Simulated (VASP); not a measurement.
Ga2PN:

```
N Ga P
1.0
     3.35209    0.00000    0.00000
     0.00000    3.35209    0.00000
     0.00000    0.00000    4.73268
N Ga P
1 2 1
Direct
  0.00000 0.00000 0.00000
  0.00000 0.00000 0.50000
  0.50000 0.50000 0.00000
  0.50000 0.50000 0.50000
```

Base run:

| Property | Result |
| --- | --- |
| Program | VASP 6.6.1 |
| Functional | r2SCAN |
| Potentials or basis | VASP PAW PBE potentials, release 64 (N, Ga_d, P) |
| Cutoff | 520 eV |
| k mesh | 8 × 8 × 6 |
| Occupations | fermi-dirac, width 0.02 eV |
| Spin | no spin polarisation |

Its results: band gap on the k mesh zero (bands 18 and 19 overlap by 3.05 eV); pressure 0.1 GPa.

Problem. The run is repeated on the same cell with these changes: functional from r2SCAN to PBE. What comes out?

Solution. Band gap on the k mesh zero (bands 18 and 19 overlap by 2.99 eV); pressure 4.5 GPa.

Caveats: the PAW data sets were made with another functional, which shifts forces and pressure a little (at least some runs); the cell stands under pressure (at least some runs).
